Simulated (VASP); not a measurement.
# Mg3Ti (I4/mmm) in VASP: a series of runs

Aim: see how the results for Mg3Ti move with the level of theory and the settings. Levels: PBE+U, LDA. Tasks: single point.

Everything below comes from runs of VASP 6.6.1. Logs are shortened: lines on timing, memory, paths and dates and some standing lists are left out, and cuts for length are marked.

**1. The cell of the first run**

The structure is tetragonal, space group I4/mmm (No. 139). Conventional cell: a = 4.402 Å, b = 4.402 Å, c = 8.755 Å, α = 90.00°, β = 90.00°, γ = 90.00°. Mg (site symmetry 4/mmm) has 8 Mg at 3.10 Å and 4 Ti at 3.11 Å within 4.1 Å. Mg (site symmetry -4m2) has 8 Mg at 3.10 to 3.11 Å and 4 Ti at 3.10 Å within 4.1 Å. Ti (site symmetry 4/mmm) has 12 Mg at 3.10 to 3.11 Å within 4.1 Å.

**2. Single point, PBE+U**

The input, INCAR:

```
PREC     = Accurate       # precision mode
ENCUT    = 520            # plane-wave cutoff, eV
EDIFF    = 1E-6           # SCF threshold, eV
ISMEAR   = 0              # smearing method
SIGMA    = 0.1            # smearing width, eV
LREAL    = False          # projectors in reciprocal space
LASPH    = True           # aspherical terms in the spheres
NELM     = 150            # most SCF steps
ALGO     = Normal         # electronic algorithm
ISIF     = 2              # what is computed and relaxed
LWAVE    = False          # write WAVECAR
LCHARG   = True           # write CHGCAR
LMAXMIX  = 4              # l up to which the mixer works
LDAU     = True           # DFT+U
LDAUTYPE = 1            
LDAUL    = -1 2           # shell
LDAUU    = 0 9            # U, eV
LDAUJ    = 0 0.73       
LDAUPRINT= 1            
GGA      = PE             # functional
LELF     = True           # ELF
LVHAR    = True         
NBANDS   = 17             # bands
ISYM     = 0
```

The input, KPOINTS:

```
regular mesh
0
Gamma
  1 1 5
```

The input, POSCAR:

```
Mg3Ti
1.0
   -2.2009700000      2.2009700000      4.3775730000
    2.2009700000     -2.2009700000      4.3775730000
    2.2009700000      2.2009700000     -4.3775730000
Mg Ti
3 1
Direct
    0.5000000000      0.5000000000      0.0000000000
    0.2500000000      0.7500000000      0.5000000000
    0.7500000000      0.2500000000      0.5000000000
    0.0000000000      0.0000000000      0.0000000000
```

Potentials or basis: VASP PAW PBE potentials, release 64 (Mg, Ti_sv).

Run with:

```console
$ cat potpaw_PBE.64/Mg/POTCAR potpaw_PBE.64/Ti_sv/POTCAR > POTCAR
$ mpirun -np 1 vasp_std > vasp.out
```

OUTCAR:

```text
PREC = Accurate
   ENCUT = 520
   EDIFF = 1E-6
   ISMEAR = 0
   LREAL = False
   LASPH = True
   NELM = 150
   ISIF = 2
   GGA = PE
   ISYM = 0

 ion  position               nearest neighbor table
   1  0.500  0.500  0.000-   2 3.10   3 3.10   2 3.10   3 3.10   2 3.10   3 3.10   2 3.10   3 3.10
                             4 3.11   4 3.11   4 3.11   4 3.11
   2  0.250  0.750  0.500-   4 3.10   1 3.10   1 3.10   4 3.10   1 3.10   4 3.10   4 3.10   1 3.10
                             3 3.11   3 3.11   3 3.11   3 3.11
   3  0.750  0.250  0.500-   1 3.10   4 3.10   1 3.10   4 3.10   1 3.10   4 3.10   1 3.10   4 3.10
                             2 3.11   2 3.11   2 3.11   2 3.11
   4  0.000  0.000  0.000-   3 3.10   2 3.10   2 3.10   3 3.10   2 3.10   3 3.10   3 3.10   2 3.10
                             1 3.11   1 3.11   1 3.11   1 3.11

IMPORTANT INFORMATION: All symmetrisations will be switched off!
NOSYMM: (Re-)initialisation of all symmetry stuff for point group C_1.

----------------------------------------------------------------------------------------

                                     Primitive cell

  volume of cell :      84.8246

  direct lattice vectors                    reciprocal lattice vectors
    -2.200970000  2.200970000  4.377573000     0.000000000  0.227172565  0.114218541
     2.200970000 -2.200970000  4.377573000     0.227172565  0.000000000  0.114218541
     2.200970000  2.200970000 -4.377573000     0.227172565  0.227172565  0.000000000

  length of vectors
     5.371376290  5.371376290  5.371376290     0.254270032  0.254270032  0.321270522

  position of ions in fractional coordinates (direct lattice)
     0.500000000  0.500000000  0.000000000
     0.250000000  0.750000000  0.500000000
     0.750000000  0.250000000  0.500000000
     0.000000000  0.000000000  0.000000000

  ion indices of the primitive-cell ions
   primitive index   ion index
                 1           1
                 2           2
                 3           3
                 4           4

----------------------------------------------------------------------------------------

 KPOINTS: regular mesh

Automatic generation of k-mesh.
[... 126 lines left out ...]
 -0.0000 -0.1613  0.0000  0.2124 -0.0000
 -0.0000 -0.0000  0.0000 -0.0000  0.1775

 occupancies and eigenvectors

  o =  0.0360  v = -0.7278  0.0002 -0.6858  0.0002 -0.0000  0.0000  0.0000  0.0000  0.0000  0.0000      0.0000  0.0000  0.0000  0.0000  0.0000  0.0000  0.0000  0.0000  0.0000  0.0000
  o =  0.0360  v =  0.0000  0.0000  0.0000  0.0000  0.0000 -0.7278  0.0002 -0.6858  0.0002 -0.0000      0.0000  0.0000  0.0000  0.0000  0.0000  0.0000  0.0000  0.0000  0.0000  0.0000
  o =  0.0510  v = -0.0003 -0.7071 -0.0001 -0.7071 -0.0001  0.0000  0.0000  0.0000  0.0000  0.0000      0.0000  0.0000  0.0000  0.0000  0.0000  0.0000  0.0000  0.0000  0.0000  0.0000
  o =  0.0510  v =  0.0000  0.0000  0.0000  0.0000  0.0000 -0.0003 -0.7071 -0.0001 -0.7071 -0.0001      0.0000  0.0000  0.0000  0.0000  0.0000  0.0000  0.0000  0.0000  0.0000  0.0000
  o =  0.1775  v =  0.0000  0.0000  0.0000  0.0000  0.0000 -0.0015  0.0000  0.0016  0.0001 -1.0000      0.0000  0.0000  0.0000  0.0000  0.0000  0.0000  0.0000  0.0000  0.0000  0.0000
  o =  0.1775  v = -0.0015  0.0000  0.0016  0.0001 -1.0000  0.0000  0.0000  0.0000  0.0000  0.0000      0.0000  0.0000  0.0000  0.0000  0.0000  0.0000  0.0000  0.0000  0.0000  0.0000
  o =  0.1846  v =  0.0000  0.0000  0.0000  0.0000  0.0000  0.6858 -0.0002 -0.7278 -0.0001 -0.0023      0.0000  0.0000  0.0000  0.0000  0.0000  0.0000  0.0000  0.0000  0.0000  0.0000
  o =  0.1846  v =  0.6858 -0.0002 -0.7278 -0.0001 -0.0023  0.0000  0.0000  0.0000  0.0000  0.0000      0.0000  0.0000  0.0000  0.0000  0.0000  0.0000  0.0000  0.0000  0.0000  0.0000
  o =  0.3737  v = -0.0000 -0.7071  0.0000  0.7071  0.0000  0.0000  0.0000  0.0000  0.0000  0.0000      0.0000  0.0000  0.0000  0.0000  0.0000  0.0000  0.0000  0.0000  0.0000  0.0000
  o =  0.3737  v =  0.0000  0.0000  0.0000  0.0000  0.0000 -0.0000 -0.7071  0.0000  0.7071  0.0000      0.0000  0.0000  0.0000  0.0000  0.0000  0.0000  0.0000  0.0000  0.0000  0.0000

 number of electron      18.0000002 magnetization

 Free energy of the ion-electron system (eV)
  ---------------------------------------------------
  ext. energy  EPLUGINS =         0.00000000
  ---------------------------------------------------
  free energy    TOTEN  =        -3.49056279 eV

  energy without entropy =       -3.46529391  energy(sigma->0) =       -3.47792835

 E-fermi :   3.8169     XC(G=0):  -9.2322

 val. band max:        3.8133622658   @ k =   0.0000   0.0000   0.2000
 cond. band min:       4.1889635619   @ k =   0.0000   0.0000   0.0000
 fundamental gap:      0.3756012961
 Fermi energy:         3.8169255233

 k-point     1 :       0.0000    0.0000    0.0000
  band No.  band energies     occupation
      1     -55.2519      2.00000
      2     -31.5949      2.00000
      3     -31.3922      2.00000
      4     -31.2771      2.00000
      5      -3.0082      2.00000
      6       3.2663      2.00000
[... 37 lines left out ...]
      4     -31.2796      2.00000
      5      -0.5402      2.00000
      6       1.8777      2.00000
[... 9 lines left out ...]
     16       7.5686      0.00000
     17       8.9353      0.00000

------------------------ aborting loop because EDIFF is reached ----------------------------------------

  FORCE on cell =-STRESS in cart. coord.  units (eV):
  Direction    XX          YY          ZZ          XY          YZ          ZX
  --------------------------------------------------------------------------------------
  -------------------------------------------------------------------------------------
  Total        3.0803516      3.0803873     -3.4957733     -6.3440273     -0.0001029     -0.0001933
  in kB       58.1820802     58.1827538    -66.0286187   -119.8268090     -0.0019431     -0.0036507
  external PRESSURE =      16.7787384 kB  Pullay stress =       0.0000000 kB

 VOLUME and BASIS-vectors are now :
 -----------------------------------------------------------------------------
  energy-cutoff  :      520.00
  volume of cell :       84.82
      direct lattice vectors                 reciprocal lattice vectors
    -2.200970000  2.200970000  4.377573000     0.000000000  0.227172565  0.114218541
     2.200970000 -2.200970000  4.377573000     0.227172565  0.000000000  0.114218541
     2.200970000  2.200970000 -4.377573000     0.227172565  0.227172565  0.000000000

 POSITION                                       TOTAL-FORCE (eV/Angst)
 -----------------------------------------------------------------------------------
      0.00000      0.00000      4.37757        -0.000000      0.000000      0.000001
      2.20097      0.00000      2.18879        -0.000005      0.000014      0.000000
      0.00000      2.20097      2.18879         0.000006     -0.000015      0.000001
      0.00000      0.00000      0.00000        -0.000001      0.000001     -0.000003
 -----------------------------------------------------------------------------------
    total drift:                               -0.000002      0.000003     -0.000005

  FREE ENERGIE OF THE ION-ELECTRON SYSTEM (eV)
  ---------------------------------------------------
  free  energy   TOTEN  =        -3.4905627932 eV

  energy  without entropy=       -3.4652939098  energy(sigma->0) =       -3.47792835
```

OSZICAR:

```text
N       E                     dE             d eps       ncg     rms          rms(c)
DAV:   1     0.109063713050E+03    0.10906E+03   -0.78637E+03   102   0.932E+02
DAV:   2    -0.315550096493E+00   -0.10938E+03   -0.10704E+03   102   0.238E+02
DAV:   3    -0.709639870395E+01   -0.67808E+01   -0.66636E+01   178   0.562E+01
[... 11 lines left out ...]
DAV:  15    -0.349044261348E+01    0.21183E-04   -0.29001E-04   112   0.132E-01    0.409E-02
DAV:  16    -0.349050712541E+01   -0.64512E-04   -0.35710E-04   104   0.909E-02    0.201E-02
DAV:  17    -0.349054287381E+01   -0.35748E-04   -0.60990E-05   126   0.327E-02    0.132E-02
DAV:  18    -0.349056243209E+01   -0.19558E-04   -0.64590E-05   128   0.317E-02    0.516E-03
DAV:  19    -0.349056279321E+01   -0.36112E-06   -0.27513E-06   126   0.111E-02
   1 F= -.34905628E+01 E0= -.34779284E+01  d E =-.252689E-01
```

It took 9.3 s on 1 thread of Intel Xeon 6975P-C (Granite Rapids), shared host; peak memory 0.22 GiB.

What came out:

| Item | Value |
| --- | --- |
| Free energy | -3.4906 eV |
| Pressure | 1.7 GPa |
| Band gap on the k mesh | zero (band 9 reaches 4.19 eV, above the bottom of band 10 at 3.29 eV) |

Eigenvalues of the final occupation matrices:
```
    site  spin  trace               eigenvalues
site 4 d     1   0.82  0.04 0.05 0.18 0.18 0.37
site 4 d     2   0.82  0.04 0.05 0.18 0.18 0.37
```

Caveat: the k points lie up to 1.60 Å⁻¹ apart; U without spin polarisation on a metal has little footing; the U is typed as a test and isn't derived for this compound.

**3. Single point, LDA, collinear spin, ferromagnetic start**

The input, INCAR:

```
ALGO = Fast
EDIFF = 1E-7
ENCUT = 520
GGA = CA
ISIF = 2
ISMEAR = 0
ISPIN = 2
LASPH = True
LCHARG = True
LELF = True
LMAXMIX = 4
LORBIT = 11
LREAL = False
LVHAR = True
LWAVE = False
MAGMOM = 0 0 0 1.56
NBANDS = 21
NELM = 150
PREC = Accurate
SIGMA = 0.1
```

The input, KPOINTS:

```
k-points
0
Gamma
  2 2 2
```

POSCAR is that of step 2.

Potentials or basis: VASP PAW LDA potentials, release 64 (Mg, Ti_sv).

Run with:

```console
$ cat potpaw_LDA.64/Mg/POTCAR potpaw_LDA.64/Ti_sv/POTCAR > POTCAR
$ mpirun -np 1 vasp_std > vasp.out
```

OUTCAR:

```text
EDIFF = 1E-7
   ENCUT = 520
   GGA = CA
   ISIF = 2
   ISMEAR = 0
   ISPIN = 2
   LASPH = True
   LORBIT = 11
   LREAL = False
   NELM = 150
   PREC = Accurate

 ion  position               nearest neighbor table
   1  0.500  0.500  0.000-   2 3.10   3 3.10   2 3.10   3 3.10   2 3.10   3 3.10   2 3.10   3 3.10
                             4 3.11   4 3.11   4 3.11   4 3.11
   2  0.250  0.750  0.500-   4 3.10   1 3.10   1 3.10   4 3.10   1 3.10   4 3.10   4 3.10   1 3.10
                             3 3.11   3 3.11   3 3.11   3 3.11
   3  0.750  0.250  0.500-   1 3.10   4 3.10   1 3.10   4 3.10   1 3.10   4 3.10   1 3.10   4 3.10
                             2 3.11   2 3.11   2 3.11   2 3.11
   4  0.000  0.000  0.000-   3 3.10   2 3.10   2 3.10   3 3.10   2 3.10   3 3.10   3 3.10   2 3.10
                             1 3.11   1 3.11   1 3.11   1 3.11

  LATTYP: Found a body centered tetragonal cell.
 ALAT       =     4.4019400000
 C/A-ratio  =     1.9889289722

[... 386 lines left out ...]

  FORCE on cell =-STRESS in cart. coord.  units (eV):
  Direction    XX          YY          ZZ          XY          YZ          ZX
  --------------------------------------------------------------------------------------
  -------------------------------------------------------------------------------------
  Total       -3.9476077     -3.9476077      3.3639739      0.0000000      0.0000000      0.0000000
  in kB      -74.5629248    -74.5629248     63.5391744      0.0000000      0.0000000      0.0000000
  external PRESSURE =     -28.5288917 kB  Pullay stress =       0.0000000 kB

 VOLUME and BASIS-vectors are now :
 -----------------------------------------------------------------------------
  energy-cutoff  :      520.00
  volume of cell :       84.82
      direct lattice vectors                 reciprocal lattice vectors
    -2.200970000  2.200970000  4.377573000     0.000000000  0.227172565  0.114218541
     2.200970000 -2.200970000  4.377573000     0.227172565  0.000000000  0.114218541
     2.200970000  2.200970000 -4.377573000     0.227172565  0.227172565  0.000000000

 POSITION                                       TOTAL-FORCE (eV/Angst)
 -----------------------------------------------------------------------------------
      0.00000      0.00000      4.37757         0.000000     -0.000000     -0.000000
      2.20097      0.00000      2.18879        -0.000000      0.000000     -0.000000
      0.00000      2.20097      2.18879         0.000000     -0.000000      0.000000
      0.00000      0.00000      0.00000         0.000000     -0.000000     -0.000000
 -----------------------------------------------------------------------------------
    total drift:                               -0.000000     -0.000000     -0.000000

  FREE ENERGIE OF THE ION-ELECTRON SYSTEM (eV)
  ---------------------------------------------------
  free  energy   TOTEN  =       -12.8324016460 eV

  energy  without entropy=      -12.8069701008  energy(sigma->0) =      -12.81968587

 total charge

# of ion       s       p       d       tot
------------------------------------------
    1        0.238   0.131   0.018   0.387
    2        0.229   0.144   0.016   0.389
    3        0.229   0.144   0.016   0.389
    4        2.195   6.067   1.840  10.101
--------------------------------------------------
tot          2.891   6.486   1.889  11.266

 magnetization (x)

# of ion       s       p       d       tot
------------------------------------------
    1       -0.003   0.009   0.001   0.007
    2       -0.004   0.013   0.002   0.011
    3       -0.004   0.013   0.002   0.011
    4        0.013   0.010   0.994   1.017
--------------------------------------------------
tot          0.001   0.046   0.999   1.046
```

Wall time 1.9 min (1 thread of Intel Xeon 6975P-C (Granite Rapids), shared host); peak memory 0.22 GiB.

Results:

- Free energy: -12.8324 eV
- Pressure: -2.9 GPa
- Net moment: 1.54 μB per cell
- Site moments: Mg +0.01; Ti +1.02 μB
- Valence electrons inside the program's atomic spheres: Mg 0.39; Ti 10.10

Levels at points of the mesh, in eV from the Fermi level:
Spin up:
```
           k point  band 6  band 7  band 8  band 9  band 10  band 11  band 12  band 13
(0.00, 0.00, 0.00)   -0.76   -0.70   -0.51   -0.51     0.22     0.55     2.50     2.50
(0.50, 0.00, 0.00)   -4.23   -1.54   -0.47   -0.33    -0.04     0.11     0.74     2.28
(0.50, 0.50, 0.00)   -2.74   -2.02   -1.21   -0.98    -0.93    -0.24     0.69     0.80
(0.50, 0.50, 0.50)   -4.58   -1.06   -0.14    0.20     0.20     0.30     0.49     0.49
```
Spin down:
```tsv
k point	band 5	band 6	band 7	band 8	band 9	band 10
(0.00, 0.00, 0.00)	-6.43	-0.28	-0.23	0.10	0.10	0.73
(0.50, 0.00, 0.00)	-4.08	-3.98	-1.19	-0.10	0.16	0.68
(0.50, 0.50, 0.00)	-2.95	-2.56	-1.65	-1.03	-0.74	-0.48
(0.50, 0.50, 0.50)	-4.57	-4.36	-0.69	0.54	0.69	0.69
```

Caveat: the k points lie up to 1.01 Å⁻¹ apart.
